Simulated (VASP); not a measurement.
# Ge (P6/mmm) in VASP: relaxation of cell and atoms with LDA

Aim: the relaxation of cell and atoms of Ge with LDA.

Program: VASP 6.6.1. These are calculated values, not measurements. Logs are shortened: lines on timing, memory, paths and dates and some standing lists are left out, and cuts for length are marked.

## 1. The cell of the first run

The structure is hexagonal, space group P6/mmm (No. 191). The conventional cell has a = 2.125 Å, b = 2.125 Å, c = 1.992 Å, α = 90.00°, β = 90.00°, γ = 120.00°. Ge (site symmetry 6/mmm) has 8 Ge at 1.99 to 2.12 Å within 2.6 Å.

This isn't the form of Ge at room conditions, which is diamond.

## 2. Relaxation of cell and atoms, LDA, target pressure 460 GPa, at which the enthalpy is minimised

INCAR

```
SYSTEM = Ge
PREC = Accurate ; ENCUT = 600
EDIFF = 1E-6 ; ISMEAR = -1
SIGMA = 0.1 ; LREAL = .FALSE.
LASPH = .TRUE. ; NELM = 100
ALGO = Normal ; ISIF = 3
LWAVE = .FALSE. ; LCHARG = .FALSE.
GGA = CA ; IBRION = 2
NSW = 32 ; EDIFFG = -0.005
PSTRESS = 4600.0
```

KPOINTS

```
regular mesh
0
G
  20 20 19
  0 0 0
```

POSCAR

```
Ge
1.0
    2.1248903358      0.0000000000      0.0000000000
   -1.0624451679      1.8402090110      0.0000000000
    0.0000000000      0.0000000000      1.9920616582
Ge
1
Direct
    0.0000000000      0.0000000000      0.0000000000
```

Potentials or basis: VASP PAW LDA potentials, release 64 (Ge_d).

Launch:

```bash
$ cat potpaw_LDA.64/Ge_d/POTCAR > POTCAR
$ mpirun -np 1 vasp_std > vasp.out
```

OUTCAR:

```text
SYSTEM = Ge
   PREC = Accurate
   ENCUT = 600
   EDIFF = 1E-6
   ISMEAR = -1
   LREAL = .FALSE.
   LASPH = .TRUE.
   NELM = 100
   ISIF = 3
   GGA = CA
   IBRION = 2
   NSW = 32
   EDIFFG = -0.005
   PSTRESS = 4600.0

 ion  position               nearest neighbor table
   1  0.000  0.000  0.000-

  LATTYP: Found a hexagonal cell.
 ALAT       =     2.1248903358
 C/A-ratio  =     0.9374891610

  Lattice vectors:

 A1 = (   2.1248903358,   0.0000000000,   0.0000000000)
 A2 = (  -1.0624451679,   1.8402090110,   0.0000000000)
 A3 = (   0.0000000000,   0.0000000000,   1.9920616582)

Analysis of symmetry for initial positions (statically):
=====================================================================
 Subroutine PRICEL returns:
 Original cell was already a primitive cell.

 Routine SETGRP: Setting up the symmetry group for a
 hexagonal supercell.

 Subroutine GETGRP returns: Found 24 space group operations
 (whereof 24 operations were pure point group operations)
 out of a pool of 24 trial point group operations.

The static configuration has the point symmetry D_6h.

Analysis of symmetry for dynamics (positions and initial velocities):
=====================================================================
 Subroutine PRICEL returns:
 Original cell was already a primitive cell.

 Routine SETGRP: Setting up the symmetry group for a
 hexagonal supercell.

 Subroutine GETGRP returns: Found 24 space group operations
 (whereof 24 operations were pure point group operations)
 out of a pool of 24 trial point group operations.

The dynamic configuration has the point symmetry D_6h.

 Subroutine INISYM returns: Found 24 space group operations
 (whereof 24 operations are pure point group operations),
 and found     1 'primitive' translations

----------------------------------------------------------------------------------------

                                     Primitive cell

  volume of cell :       7.7894

  direct lattice vectors                    reciprocal lattice vectors
     2.124890336  0.000000000  0.000000000     0.470612522  0.271708266  0.000000000
    -1.062445168  1.840209011  0.000000000     0.000000000  0.543416533  0.000000000
     0.000000000  0.000000000  1.992061658     0.000000000  0.000000000  0.501992494

  length of vectors
     2.124890336  2.124890336  1.992061658     0.543416533  0.543416533  0.501992494

  position of ions in fractional coordinates (direct lattice)
     0.000000000  0.000000000  0.000000000

  ion indices of the primitive-cell ions
   primitive index   ion index
                 1           1

----------------------------------------------------------------------------------------

 KPOINTS: regular mesh

Automatic generation of k-mesh.
 Grid dimensions read from file:
 generate k-points for:   20   20   19

 Generating k-lattice:

  Cartesian coordinates                     Fractional coordinates (reciprocal lattice)
     0.023530626  0.013585413  0.000000000     0.050000000  0.000000000  0.000000000
     0.000000000  0.027170827  0.000000000     0.000000000  0.050000000  0.000000000
     0.000000000  0.000000000  0.026420658     0.000000000  0.000000000  0.052631579

  Length of vectors
     0.027170827  0.027170827  0.026420658

  Shift w.r.t. Gamma in fractional coordinates (k-lattice)
     0.000000000  0.000000000  0.000000000

 Subroutine IBZKPT returns following result:
 ===========================================

 Found    440 irreducible k-points:

 Following reciprocal coordinates:
            Coordinates               Weight
  0.000000  0.000000  0.000000      1.000000
  0.050000  0.000000  0.000000      6.000000
  0.100000  0.000000  0.000000      6.000000
  0.150000  0.000000  0.000000      6.000000
  0.200000  0.000000  0.000000      6.000000
  0.250000  0.000000  0.000000      6.000000
[... 16 lines left out ...]
  0.200000  0.100000  0.000000     12.000000
  0.250000  0.100000  0.000000     12.000000
 [... further k-points ...]
   k-points           NKPTS =    440   k-points in BZ     NKDIM =    440   number of bands    NBANDS=     11
   number of dos      NEDOS =    301   number of ions     NIONS =      1
   total plane-waves  NPLWV =   5184
   dimension x,y,z NGX =    18 NGY =   18 NGZ =   16
   dimension x,y,z NGXF=    36 NGYF=   36 NGZF=   32
   ions per type =               1
   NGX,Y,Z   is equivalent  to a cutoff of  14.08, 14.08, 13.35 a.u.
   NGXF,Y,Z  is equivalent  to a cutoff of  28.17, 28.17, 26.71 a.u.
 SYSTEM =  Ge
   PREC   = accura    normal or accurate (medium, high low for compatibility)
   ISTART =      0    job   : 0-new  1-cont  2-samecut
   ICHARG =      2    charge: 1-file 2-atom 10-const
   ISPIN  =      1    spin polarized calculation?
   LNONCOLLINEAR =      F non collinear calculations
   LSORBIT =      F    spin-orbit coupling
   LASPH  =      T    aspherical Exc in radial PAW
   ENCUT  =  600.0 eV  44.10 Ry    6.64 a.u.   4.24  4.24  3.98*2*pi/ulx,y,z
   NELM   =    100;   NELMIN=  2; NELMDL= -5     # of ELM steps
   EDIFF  = 0.1E-05   stopping-criterion for ELM
   LREAL  =      F    real-space projection
   EDIFFG = -.5E-02   stopping-criterion for IOM
   NSW    =     32    number of steps for IOM
   IBRION =      2    ionic relax: 0-MD 1-quasi-New 2-CG
   NFREE  =      1    steps in history (QN), initial steepest desc. (CG)
   ISIF   =      3    stress and relaxation
   ISYM   =      2    0-nonsym 1-usesym 2-fastsym
   POTIM  = 0.5000    time-step for ionic-motion
   TEBEG  =    0.0;   TEEND  =   0.0 temperature during run
   PSTRESS= 4600.0 pullay stress
   NELECT =      14.0000    total number of electrons
   NUPDOWN=      -1.0000    fix difference up-down
   EMIN   =  10.00;   EMAX   =-10.00  energy-range for DOS
   EFERMI =   0.00;   METHOD = LEGACY
   ISMEAR =    -1;   SIGMA  =   0.10  broadening in eV -4-tet -1-fermi 0-gaus
   EFERMI_NEDOS =   21; number of points for ismear=-14 and -15
   IALGO  =     38    algorithm
   IMIX   =      4    mixing-type and parameters
     AMIX     =   0.40;   BMIX     =  1.00
     AMIX_MAG =   1.60;   BMIX_MAG =  1.00
  volume/ion in A,a.u.               =       7.79        52.57
  Fermi-wavevector in a.u.,A,eV,Ry     =   1.990438  3.761383 53.904162  3.961844
  Thomas-Fermi vector in A             =   3.008349
   LORBIT       =      0    0 simple, 1 ext, 2 COOP (PROOUT), +10 PAW based schemes
   GGA     = CA    functional components
   LHFCALC =     F    Hartree Fock is set to
   AEXX    =    0.0000 exact exchange contribution
   IVDW    =     0    specifies the selected vdW correction
   LEPSILON=     F    determine dielectric tensor
   LRPA    =     F    only Hartree local field effects (RPA)
 conjugate gradient relaxation of ions
 non-spin polarized calculation
  energy-cutoff  :      600.00
  volume of cell :        7.79
 maximum number of plane-waves:       284
 NGX is ok and might be reduce to    18
   NGX =  9   NGY =  9   NGZ =  7

--------------------------------------- Ionic step        1  -------------------------------------------

 number of electron      14.0000005 magnetization

 Free energy of the ion-electron system (eV)
  ---------------------------------------------------
  ext. energy  EPLUGINS =         0.00000000
  ---------------------------------------------------
  free energy    TOTEN  =         1.84153380 eV

  energy without entropy =        1.84722055  energy(sigma->0) =        1.84437717

------------------------ aborting loop because EDIFF is reached ----------------------------------------

  FORCE on cell =-STRESS in cart. coord.  units (eV):
  Direction    XX          YY          ZZ          XY          YZ          ZX
  --------------------------------------------------------------------------------------
  -------------------------------------------------------------------------------------
  Total       22.7522670     22.7522670     23.1142291      0.0000000      0.0000000      0.0000000
  in kB     4679.8163245   4679.8163242   4754.2667582      0.0000000      0.0000000      0.0000000
  external PRESSURE =     104.6331357 kB  Pullay stress =    4600.0000000 kB
[... 281 lines left out ...]
  enthalpy is  TOTEN    =        24.2039843616 eV   P V=       22.4969497400

--------------------------------------- Ionic step        9  -------------------------------------------

 number of electron      14.0000002 magnetization

 Free energy of the ion-electron system (eV)
  ---------------------------------------------------
  ext. energy  EPLUGINS =         0.00000000
  ---------------------------------------------------
  free energy    TOTEN  =         1.70685787 eV

  energy without entropy =        1.71266789  energy(sigma->0) =        1.70976288

 E-fermi :  21.7681     XC(G=0): -16.8337

 val. band max:       21.7603878179   @ k =   0.2500   0.2000   0.2105
 cond. band min:      21.8076533461   @ k =   0.4500   0.1000   0.4737
 fundamental gap:      0.0472655282
 Fermi energy:        21.7681470437

 k-point     1 :       0.0000    0.0000    0.0000
  band No.  band energies     occupation
      1      -7.4043      2.00000
      2      -6.2886      2.00000
      3      -6.2886      2.00000
      4      -5.0745      2.00000
      5      -5.0745      2.00000
      6      -3.3191      2.00000
      7      33.0583      0.00000
      8      37.1599      0.00000
      9      39.3567      0.00000
     10      39.5684      0.00000
     11      39.5684      0.00000
[... 309 lines left out ...]
 k-point    24 :       0.2500    0.1000    0.0000
  band No.  band energies     occupation
      1      -7.0711      2.00000
      2      -6.6224      2.00000
      3      -5.5712      2.00000
      4      -5.4711      2.00000
      5      -5.1849      2.00000
      6       1.4065      2.00000
      7      20.2700      2.00000
      8      26.5377      0.00000
      9      38.2517      0.00000
     10      38.9756      0.00000
     11      42.1523      0.00000

 [... further k-points ...]

------------------------ aborting loop because EDIFF is reached ----------------------------------------

  FORCE on cell =-STRESS in cart. coord.  units (eV):
  Direction    XX          YY          ZZ          XY          YZ          ZX
  --------------------------------------------------------------------------------------
  -------------------------------------------------------------------------------------
  Total       22.5016411     22.5016411     22.4987998      0.0000000     -0.0000000      0.0000000
  in kB     4600.9231080   4600.9231075   4600.3421505      0.0000000     -0.0000000      0.0000000
  external PRESSURE =       0.7294553 kB  Pullay stress =    4600.0000000 kB
[... 16 lines left out ...]
  FREE ENERGIE OF THE ION-ELECTRON SYSTEM (eV)
  ---------------------------------------------------
  free  energy   TOTEN  =         1.7068578664 eV

  energy  without entropy=        1.7126678946  energy(sigma->0) =        1.70976288

  enthalpy is  TOTEN    =        24.2039843227 eV   P V=       22.4971264563

 reached required accuracy - stopping structural energy minimisation
```

It took 84 s on 1 thread of Intel Xeon 6975P-C (Granite Rapids), shared host; peak memory 0.16 GiB.

What came out:

```
Free energy                                                : 1.7069 eV
Relaxed volume                                             : 7.84 Å³/atom
Relaxed cell                                               : a = 2.127 Å, b = 2.127 Å, c = 2.000 Å, α = 90.00°, β = 90.00°, γ = 120.00°
Space group after relaxing (to 0.1 Å)                      : P6/mmm (No. 191)
Energy change on relaxing (the run minimises the enthalpy) : -134.7 meV/atom
Ionic steps                                                : 9
Pressure after relaxing                                    : 460.1 GPa
Band gap on the k mesh                                     : zero (bands 7 and 8 overlap by 18.90 eV)
```

Step by step:
```tsv
step	energy change (eV)	largest force (eV/Å)	pressure (GPa)	volume (Å³)
1	0.0000	0.0000	470.46	7.79
2	-1.5061	0.0000	362.67	8.38
3	-0.1548	0.0000	458.77	7.84
4	-0.1446	0.0000	459.48	7.84
5	-0.1417	0.0000	460.08	7.84
6	-0.1087	0.0000	461.46	7.83
7	-0.1354	0.0000	460.22	7.84
8	-0.1345	0.0000	460.26	7.84
9	-0.1347	0.0000	460.07	7.84
```

Final structure:
```cif
data_structure
_symmetry_space_group_name_H-M 'P 1'
_symmetry_Int_Tables_number 1
_cell_length_a 2.1272
_cell_length_b 2.1272
_cell_length_c 1.9996
_cell_angle_alpha 90.000
_cell_angle_beta 90.000
_cell_angle_gamma 120.000
_cell_volume 7.84
loop_
_atom_site_label
_atom_site_type_symbol
_atom_site_fract_x
_atom_site_fract_y
_atom_site_fract_z
_atom_site_occupancy
Ge1 Ge 0.00000 0.00000 0.00000 1
```

Caveat: the cell is relaxed towards a set pressure, so the run minimises the enthalpy, not the energy.
